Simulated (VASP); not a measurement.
Write the native input for VASP 6.6.1 that does the following.

* Task: relaxation of cell and atoms
* Functional: PBE
* Potentials or basis: VASP PAW PBE potentials, release 64 (Hf_pv, O)
* Cutoff: 600 eV
* k mesh: 12 × 12 × 4
* Occupations: gaussian, width 0.1 eV
* Spin: no spin polarisation
* Dipole correction: no
* Further INCAR settings: ALGO = Normal; EDIFF = 1e-06; IBRION = 2; EDIFFG = -0.01; NSW = 100; ISIF = 3

The structure of Hf3O2 lies in POSCAR:

```
Hf3O2
1.0
    3.2714464686      0.0000000000      0.0000000000
   -1.6357232343      2.8331557489      0.0000000000
    0.0000000000      0.0000000000      9.7789479660
Hf O
3 2
Direct
    0.0000000000      0.0000000000      0.0000000000
    0.3333333333      0.6666666667      0.7296347670
    0.6666666667      0.3333333333      0.2703652330
    0.3333333333      0.6666666667      0.3601303204
    0.6666666667      0.3333333333      0.6398696796
```

These files were run (other wordings do the same):

INCAR

```
PREC = Accurate ; ENCUT = 600
EDIFF = 1E-6 ; ISMEAR = 0
SIGMA = 0.1 ; LREAL = False
LASPH = True ; NELM = 80
ALGO = Normal ; ISIF = 3
LWAVE = False ; LCHARG = False
GGA = PE ; IBRION = 2
NSW = 100 ; EDIFFG = -0.01
```

KPOINTS

```
Automatic mesh
0
Gamma
  12 12 4
```

Potentials or basis: VASP PAW PBE potentials, release 64 (Hf_pv, O).

Run with:

```sh
$ cat potpaw_PBE.64/Hf_pv/POTCAR potpaw_PBE.64/O/POTCAR > POTCAR
$ mpirun -np 1 vasp_std > vasp.out
```

It gave:

```json
{
 "Relaxed volume": "17.95 Å³/atom",
 "Relaxed cell": "a = 3.259 Å, b = 3.259 Å, c = 9.759 Å, α = 90.00°, β = 90.00°, γ = 120.00°",
 "Space group after relaxing (to 0.05 Å)": "P-3m1 (No. 164)",
 "Energy gained by relaxing": "0.9 meV/atom",
 "Ionic steps": "5",
 "Pressure after relaxing": "0.0 GPa",
 "Band gap on the k mesh": "zero (band 21 reaches 5.74 eV, above the bottom of band 22 at 3.63 eV)"
}
```

Caveat: spin-orbit coupling is left out, which moves the levels of the heavy elements.

Wall time 17 min on 1 thread of AMD EPYC 7R43 64-Core Processor (Zen 3) (shared host), peak memory 0.32 GiB.
